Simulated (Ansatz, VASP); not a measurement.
# Mg2Si in VASP and in Ansatz

```
CELL_PARAMETERS angstrom
0.00000 3.18245 3.18245
3.18245 0.00000 3.18245
3.18245 3.18245 0.00000
ATOMIC_POSITIONS crystal
Mg 0.25000 0.25000 0.25000
Mg 0.75000 0.75000 0.75000
Si 0.00000 0.00000 0.00000
```

Alike in both runs: functional PBE; k mesh 10 × 10 × 10; occupations gaussian, width 0.01 eV; no spin polarisation.

Ansatz relaxed the structure, and its values are those at the end. VASP's run is a single point on that final structure, the one shown.

```csv
,VASP,Ansatz
version,VASP 6.6.1,Ansatz 0.2.0
potentials or method,"VASP PAW PBE potentials, release 64 (Mg, Si), cutoff 600 eV","scalar-relativistic, plane waves, PAW"
valence electrons in the cell,8,24
```

|  | VASP | Ansatz | Ansatz less VASP |
| --- | --- | --- | --- |
| gap on the k mesh at the Fermi level (eV) | 0.22 | 0.22 | +0.002 |
| least direct gap on the mesh (eV) | 1.84 | 1.84 | +0.002 |
| pressure (GPa) | -0.1 | 0.0 | +0.12 |

The functional is the same, so the differences come from potentials, cutoffs and numerics. VASP's potentials hold 8 valence electrons a cell and Ansatz's 24, so a difference there can come from the potentials and not from the codes.
